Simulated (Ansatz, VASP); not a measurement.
Two plane-wave programs on Sb3S2

```
Sb S
1.0
     5.77476    0.00000    0.00000
     0.00000    5.77476    0.00000
     0.00000    0.00000    4.75830
Sb S
3 2
Direct
  0.50000 0.00000 0.50000
  0.00000 0.50000 0.50000
  0.00000 0.00000 0.50000
  0.50000 0.50000 0.21233
  0.50000 0.50000 0.78767
```

Alike in both runs: functional PBE; k mesh 8 × 8 × 8; occupations gaussian, width 0.1 eV; no spin polarisation.

Ansatz relaxed the structure, and its values are those at the end. VASP's run is a single point on that final structure, the one shown.

|  | VASP | Ansatz |
| --- | --- | --- |
| version | VASP 6.6.1 | Ansatz 0.2.0 |
| potentials or method | VASP PAW PBE potentials, release 64 (Sb, S), cutoff 520 eV | scalar-relativistic, plane waves, PAW |
| valence electrons in the cell | 27 | 57 |

```csv
,VASP,Ansatz,Ansatz less VASP
gap on the k mesh at the Fermi level (eV),none,none,-
pressure (GPa),-0.1,0.0,+0.13
rms of the force components (eV/Å),0.053,0.000,-0.0532
```

A gap of «none» marks a metal or a gap that the smearing closes. The functional is the same, so the differences come from potentials, cutoffs and numerics. VASP's potentials hold 27 valence electrons a cell and Ansatz's 57, so a difference there can come from the potentials and not from the codes.

Neither program's run includes spin-orbit coupling.
